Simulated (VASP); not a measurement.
# Al5As (P6/mmm) in VASP: notebook

The runs below take Al5As through single point, relaxation of cell and atoms, with PBE.

Program: VASP 6.6.1. These are calculated values, not measurements. Logs are shortened: lines on timing, memory, paths and dates and some standing lists are left out, and cuts for length are marked.

### 1 The cell of the first run

Symmetry: P6/mmm, No. 191, hexagonal system. Conventional cell: a = 5.335 Å, b = 5.335 Å, c = 4.585 Å, α = 90.00°, β = 90.00°, γ = 120.00°. Within 3.5 Å of Al (site symmetry mmm) lie 8 Al at 2.67 to 2.76 Å. Within 3.6 Å of Al (site symmetry -6m2) lie 9 Al at 2.76 to 3.08 Å and 3 As at 3.08 Å. As (site symmetry 6/mmm) has 18 Al at 3.08 to 3.52 Å within 4.1 Å.

### 2 Single point, PBE

The input, INCAR:

```
PREC = Accurate ; ENCUT = 520
EDIFF = 1E-6 ; ISMEAR = 0
SIGMA = 0.1 ; LREAL = F
LASPH = T ; NELM = 100
ALGO = Fast ; ISIF = 2
LWAVE = F ; LCHARG = F
GGA = PE ; NBANDS = 19
```

The input, KPOINTS:

```
Automatic mesh
0
Gamma
  12 12 8
```

The input, POSCAR:

```
Al5As
1.0
    5.3351271512      0.0000000000      0.0000000000
   -2.6675635756      4.6203556453      0.0000000000
    0.0000000000      0.0000000000      4.5851790500
Al As
5 1
Direct
    0.5000000000      0.0000000000      0.5000000000
    0.5000000000      0.5000000000      0.5000000000
    0.0000000000      0.5000000000      0.5000000000
    0.3333333333      0.6666666667      0.0000000000
    0.6666666667      0.3333333333      0.0000000000
    0.0000000000      0.0000000000      0.0000000000
```

Potentials or basis: VASP PAW PBE potentials, release 64 (Al, As).

Run with:

```sh
> cat potpaw_PBE.64/Al/POTCAR potpaw_PBE.64/As/POTCAR > POTCAR
> mpirun -np 1 vasp_std > vasp.out
```

OUTCAR:

```text
PREC = Accurate
   ENCUT = 520
   EDIFF = 1E-6
   ISMEAR = 0
   LREAL = F
   LASPH = T
   NELM = 100
   ISIF = 2
   GGA = PE

 ion  position               nearest neighbor table
   1  0.500  0.000  0.500-   2 2.67   3 2.67   2 2.67   3 2.67   4 2.76   5 2.76   4 2.76   5 2.76

   2  0.500  0.500  0.500-   1 2.67   1 2.67   3 2.67   3 2.67   4 2.76   5 2.76   4 2.76   5 2.76

   3  0.000  0.500  0.500-   1 2.67   1 2.67   2 2.67   2 2.67   4 2.76   5 2.76   4 2.76   5 2.76

   4  0.333  0.667  0.000-   1 2.76   1 2.76   3 2.76   3 2.76   2 2.76   2 2.76   5 3.08   6 3.08
                             5 3.08   6 3.08   6 3.08   5 3.08
   5  0.667  0.333  0.000-   1 2.76   1 2.76   3 2.76   3 2.76   2 2.76   2 2.76   4 3.08   4 3.08
                             6 3.08   6 3.08   6 3.08   4 3.08
   6  0.000  0.000  0.000-   4 3.08   5 3.08   4 3.08   5 3.08   5 3.08   4 3.08

  LATTYP: Found a hexagonal cell.
 ALAT       =     5.3351271512
 C/A-ratio  =     0.8594320098

  Lattice vectors:

 A1 = (   5.3351271512,   0.0000000000,   0.0000000000)
 A2 = (  -2.6675635756,   4.6203556453,   0.0000000000)
 A3 = (   0.0000000000,   0.0000000000,   4.5851790500)

Analysis of symmetry for initial positions (statically):
=====================================================================
 Subroutine PRICEL returns:
 Original cell was already a primitive cell.

 Routine SETGRP: Setting up the symmetry group for a
 hexagonal supercell.

 Subroutine GETGRP returns: Found 24 space group operations
 (whereof 24 operations were pure point group operations)
 out of a pool of 24 trial point group operations.

The static configuration has the point symmetry D_6h.

Analysis of symmetry for dynamics (positions and initial velocities):
=====================================================================
 Subroutine PRICEL returns:
 Original cell was already a primitive cell.

 Routine SETGRP: Setting up the symmetry group for a
 hexagonal supercell.

 Subroutine GETGRP returns: Found 24 space group operations
 (whereof 24 operations were pure point group operations)
 out of a pool of 24 trial point group operations.

The dynamic configuration has the point symmetry D_6h.

 Subroutine INISYM returns: Found 24 space group operations
 (whereof 24 operations are pure point group operations),
 and found     1 'primitive' translations

----------------------------------------------------------------------------------------

                                     Primitive cell
[... 99 lines left out ...]
   EDIFF  = 0.1E-05   stopping-criterion for ELM
   LREAL  =      F    real-space projection
   EDIFFG = 0.1E-04   stopping-criterion for IOM
   NSW    =      0    number of steps for IOM
   IBRION =     -1    ionic relax: 0-MD 1-quasi-New 2-CG
   NFREE  =      0    steps in history (QN), initial steepest desc. (CG)
   ISIF   =      2    stress and relaxation
   ISYM   =      2    0-nonsym 1-usesym 2-fastsym
   POTIM  = 0.5000    time-step for ionic-motion
   TEBEG  =    0.0;   TEEND  =   0.0 temperature during run
   PSTRESS=    0.0 pullay stress
   NELECT =      20.0000    total number of electrons
   NUPDOWN=      -1.0000    fix difference up-down
   EMIN   =  10.00;   EMAX   =-10.00  energy-range for DOS
   EFERMI =   0.00;   METHOD = LEGACY
   ISMEAR =     0;   SIGMA  =   0.10  broadening in eV -4-tet -1-fermi 0-gaus
   EFERMI_NEDOS =   21; number of points for ismear=-14 and -15
   IALGO  =     68    algorithm
   IMIX   =      4    mixing-type and parameters
     AMIX     =   0.40;   BMIX     =  1.00
     AMIX_MAG =   1.60;   BMIX_MAG =  1.00
  volume/ion in A,a.u.               =      18.84       127.12
  Fermi-wavevector in a.u.,A,eV,Ry     =   0.919093  1.736833 11.493269  0.844731
  Thomas-Fermi vector in A             =   2.044248
   LORBIT       =      0    0 simple, 1 ext, 2 COOP (PROOUT), +10 PAW based schemes
   GGA     = PE    functional components
   LHFCALC =     F    Hartree Fock is set to
   AEXX    =    0.0000 exact exchange contribution
   IVDW    =     0    specifies the selected vdW correction
   LEPSILON=     F    determine dielectric tensor
   LRPA    =     F    only Hartree local field effects (RPA)
 non-spin polarized calculation
 RMM-DIIS sequential band-by-band and
 Gauss-broadening in eV      SIGMA  =   0.10
  energy-cutoff  :      520.00
  volume of cell :      113.03
 maximum number of plane-waves:      3066
 NGX is ok and might be reduce to    40
   NGX = 19   NGY = 19   NGZ = 17

 number of electron      20.0000000 magnetization

 Free energy of the ion-electron system (eV)
  ---------------------------------------------------
  ext. energy  EPLUGINS =         0.00000000
  ---------------------------------------------------
  free energy    TOTEN  =       -21.67344836 eV

  energy without entropy =      -21.66198416  energy(sigma->0) =      -21.66771626

 E-fermi :   6.4774     XC(G=0):  -9.8285

 val. band max:        6.4708607910   @ k =   0.3333   0.0000   0.3750
 cond. band min:       6.4836569126   @ k =   0.1667   0.0000   0.3750
 fundamental gap:      0.0127961216
 Fermi energy:         6.4774126010

 k-point     1 :       0.0000    0.0000    0.0000
  band No.  band energies     occupation
      1      -5.2964      2.00000
      2      -1.6170      2.00000
      3       1.2866      2.00000
      4       2.3869      2.00000
      5       2.7671      2.00000
      6       2.7671      2.00000
[... 505 lines left out ...]
      6       3.8385      2.00000
[... 11 lines left out ...]
     18      11.2900      0.00000
     19      11.8510      0.00000

 [... further k-points ...]
[... 5 lines left out ...]
  --------------------------------------------------------------------------------------
  -------------------------------------------------------------------------------------
  Total       -0.0183831     -0.0183831      0.0008279      0.0000000      0.0000000      0.0000000
  in kB       -0.2605874     -0.2605874      0.0117362      0.0000000      0.0000000      0.0000000
  external PRESSURE =      -0.1698129 kB  Pullay stress =       0.0000000 kB

 VOLUME and BASIS-vectors are now :
 -----------------------------------------------------------------------------
  energy-cutoff  :      520.00
  volume of cell :      113.03
      direct lattice vectors                 reciprocal lattice vectors
     5.335127151  0.000000000  0.000000000     0.187436957  0.108216778  0.000000000
    -2.667563576  4.620355645  0.000000000     0.000000000  0.216433556  0.000000000
     0.000000000  0.000000000  4.585179050     0.000000000  0.000000000  0.218093991

 POSITION                                       TOTAL-FORCE (eV/Angst)
 -----------------------------------------------------------------------------------
      2.66756      0.00000      2.29259         0.000000      0.000000      0.000000
      1.33378      2.31018      2.29259         0.000000      0.000000      0.000000
     -1.33378      2.31018      2.29259         0.000000      0.000000      0.000000
     -0.00000      3.08024      0.00000        -0.000000      0.000000      0.000000
      2.66756      1.54012      0.00000         0.000000     -0.000000      0.000000
      0.00000      0.00000      0.00000         0.000000      0.000000      0.000000
 -----------------------------------------------------------------------------------
    total drift:                               -0.000000     -0.000000     -0.000000

  FREE ENERGIE OF THE ION-ELECTRON SYSTEM (eV)
  ---------------------------------------------------
  free  energy   TOTEN  =       -21.6734483615 eV

  energy  without entropy=      -21.6619841609  energy(sigma->0) =      -21.66771626
```

It took 71 s on 1 thread of Intel Xeon 6975P-C (Granite Rapids), shared host; peak memory 0.34 GiB.

Results:

```yaml
Free_energy: -21.6734 eV
Pressure: 0.0 GPa
Band_gap_on_the_k_mesh: zero (band 10 reaches 7.82 eV, above the bottom of band 11 at 4.60 eV)
```

Levels at points of the mesh, in eV from the Fermi level:
```csv
k point,band 7,band 8,band 9,band 10,band 11,band 12,band 13,band 14
"(0.00, 0.00, 0.00)",-3.70,-3.70,-2.43,0.69,1.00,1.79,1.79,2.40
"(0.50, 0.00, 0.00)",-2.35,-2.00,-0.69,-0.09,0.16,0.94,1.40,1.62
"(0.00, 0.00, 0.50)",-2.35,-2.15,-2.15,-1.87,-1.87,-1.32,-0.98,-0.98
"(0.50, 0.00, 0.50)",-3.58,-3.11,0.76,1.34,1.39,1.75,2.38,2.62
```

### 3 Relaxation of cell and atoms, PBE

This run uses another cell than the first one, of 18.68 Å³/atom, 0.992 times its volume.

The input, INCAR:

```
PREC = Accurate
ENCUT = 600
EDIFF = 1E-6
ISMEAR = 0
SIGMA = 0.1
LREAL = False
LASPH = True
NELM = 80
ALGO = Fast
ISIF = 3
LWAVE = False
LCHARG = False
GGA = PE
IBRION = 2
NSW = 100
EDIFFG = -0.01
```

KPOINTS is that of step 2.

Edit POSCAR of step 2 so:

```diff
@@ -2,5 +2,5 @@
 1.0
-    5.3351271512      0.0000000000      0.0000000000
-   -2.6675635756      4.6203556453      0.0000000000
-    0.0000000000      0.0000000000      4.5851790500
+    5.3360214341      0.0000000000      0.0000000000
+   -2.6680107171      4.6211301171      0.0000000000
+    0.0000000000      0.0000000000      4.5449633907
 Al As
```

Potentials or basis: VASP PAW PBE potentials, release 64 (Al, As).

Run with:

```sh
> cat potpaw_PBE.64/Al/POTCAR potpaw_PBE.64/As/POTCAR > POTCAR
> mpirun -np 1 vasp_std > vasp.out
```

Run time: 3 min. Hardware: 1 thread of Intel Xeon 6975P-C (Granite Rapids), shared host; peak memory 0.41 GiB.

It converged, with:

| Item | Value |
| --- | --- |
| Free energy | -21.6737 eV |
| Relaxed volume | 18.83 Å³/atom |
| Relaxed cell | a = 5.334 Å, b = 5.334 Å, c = 4.586 Å, α = 90.00°, β = 90.00°, γ = 120.00° |
| Space group after relaxing (to 0.05 Å) | P6/mmm (No. 191) |
| Energy gained by relaxing | 0.5 meV/atom |
| Ionic steps | 5 |
| Pressure after relaxing | 0.0 GPa |

Step by step:
```
step  energy change (eV)  largest force (eV/Å)  pressure (GPa)  volume (Å³)
   1              0.0000                0.0000            0.56       112.07
   2             -0.0028                0.0000           -0.07       113.13
   3             -0.0028                0.0000           -0.11       113.21
   4             -0.0032                0.0000           -0.05       113.09
   5             -0.0033                0.0000            0.00       112.99
```

Final structure:
```
Al As
1.0
     5.33400    0.00000    0.00000
    -2.66700    4.61938    0.00000
     0.00000    0.00000    4.58564
Al As
5 1
Direct
  0.50000 0.00000 0.50000
  0.50000 0.50000 0.50000
  0.00000 0.50000 0.50000
  0.33333 0.66667 0.00000
  0.66667 0.33333 0.00000
  0.00000 0.00000 0.00000
```

Levels at points of the mesh, in eV from the Fermi level:
```
           k point  band 6  band 7  band 8  band 9  band 10  band 11  band 12  band 13  band 14
(0.00, 0.00, 0.00)   -3.71   -3.70   -3.70   -2.43     0.69     1.00     1.79     1.79     2.40
(0.50, 0.00, 0.00)   -2.66   -2.35   -2.00   -0.69    -0.09     0.16     0.94     1.40     1.62
(0.00, 0.00, 0.50)   -2.83   -2.35   -2.15   -2.15    -1.87    -1.87    -1.31    -0.98    -0.98
(0.50, 0.00, 0.50)   -4.14   -3.58   -3.11    0.76     1.35     1.39     1.75     2.38     2.62
```

Caveat: the bands computed are all filled at some k points, so no gap is given.
